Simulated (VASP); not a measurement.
Input of a VASP 6.6.1 run:

The input INCAR:

```
SYSTEM = Cd
ALGO = Normal
EDIFF = 1E-8
ENCUT = 520
GGA = PS
ISIF = 2
ISMEAR = -1
LASPH = .TRUE.
LCHARG = .FALSE.
LEFG = .TRUE.
LREAL = .FALSE.
LWAVE = .FALSE.
NBANDS = 19
NELM = 60
PREC = Accurate
SIGMA = 0.05
```

File KPOINTS:

```
k-points
0
G
  14 14 7
  0 0 0
```

POSCAR

```
Cd
1.0
    2.9689096494      0.0000000000      0.0000000000
   -1.4844548246      2.5711511778      0.0000000000
    0.0000000000      0.0000000000      5.5988617326
Cd
2
Direct
    0.3333333333      0.6666666667      0.2500000000
    0.6666666667      0.3333333333      0.7500000000
```

Potentials or basis: VASP PAW PBE potentials, release 64 (Cd).

Run with:

```bash
$ cat potpaw_PBE.64/Cd/POTCAR > POTCAR
$ mpirun -np 1 vasp_std > vasp.out
```

Question: Estimate the band gap on the k mesh.

Answer: Zero (band 12 reaches 4.16 eV, above the bottom of band 13 at -0.17 eV).

Question: Estimate the pressure.

Answer: -0.5 GPa.

Electric field gradients, principal values (V/Å²):
```
atom    least   middle  greatest (by size)
1 Cd  -41.616  -41.619              83.235
2 Cd  -41.616  -41.619              83.235
```

Caveat: without QUAD_EFG the Cq values of the log hold for a quadrupole moment of 1 mb, not for the nuclei; the PAW data sets were made with another functional, which shifts forces and pressure a little.
